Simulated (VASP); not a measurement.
Si:

```
Si
1.0
     2.39121    0.00000    0.00000
     0.00000    2.39121    0.00000
     0.00000    0.00000    2.39121
Si
1
Direct
  0.00000 0.00000 0.00000
```

```yaml
Program: VASP 6.6.1
Task: relaxation of cell and atoms
Functional: PBE
Potentials_or_basis: VASP PAW PBE potentials, release 64 (Si)
Cutoff: 600 eV
k_mesh: 14 × 14 × 14
Occupations: fermi-dirac, width 0.03 eV
Spin: no spin polarisation
```

At the start: pressure 25.6 GPa; volume 13.67 Å³/atom.

**Question.** Where does the relaxation end?

**Answer.** Over 18 steps the energy falls by 176.1 meV/atom and the volume is 16.24 Å³/atom (+18.8 %); space group Pm-3m (No. 221, to 0.05 Å).

Step by step:
| step | energy change (eV) | largest force (eV/Å) | pressure (GPa) | volume (Å³) |
| --- | --- | --- | --- | --- |
| 1 | 0.0000 | 0.0000 | 25.55 | 13.67 |
| 2 | -0.0997 | 0.0000 | -9.75 | 18.46 |
| 3 | -0.1761 | 0.0000 | -0.16 | 16.26 |
| 4 | -0.1761 | 0.0000 | 0.19 | 16.20 |
| 5 | -0.1761 | 0.0000 | 0.19 | 16.20 |
| 6 | -0.1761 | 0.0000 | 0.18 | 16.21 |
| 7 | -0.1761 | 0.0000 | 0.18 | 16.21 |
| 8 | -0.1761 | 0.0000 | 0.18 | 16.21 |
| 9 | -0.1761 | 0.0000 | 0.18 | 16.21 |
| 10 | -0.1761 | 0.0000 | 0.18 | 16.21 |
| 11 | -0.1761 | 0.0000 | 0.18 | 16.21 |
| 12 | -0.1761 | 0.0000 | 0.18 | 16.21 |
| 13 | -0.1761 | 0.0000 | 0.18 | 16.21 |
| 14 | -0.1761 | 0.0000 | 0.17 | 16.21 |
| 15 | -0.1761 | 0.0000 | 0.16 | 16.21 |
| 16 | -0.1761 | 0.0000 | 0.13 | 16.21 |
| 17 | -0.1761 | 0.0000 | 0.08 | 16.22 |
| 18 | -0.1761 | 0.0000 | -0.02 | 16.24 |

Final structure:
```
CELL_PARAMETERS angstrom
2.53228 0.00000 0.00000
0.00000 2.53228 0.00000
0.00000 0.00000 2.53228
ATOMIC_POSITIONS crystal
Si 0.00000 0.00000 0.00000
```

Caveat: the volume moved by over 15 % at a fixed basis, so the end points are rough.
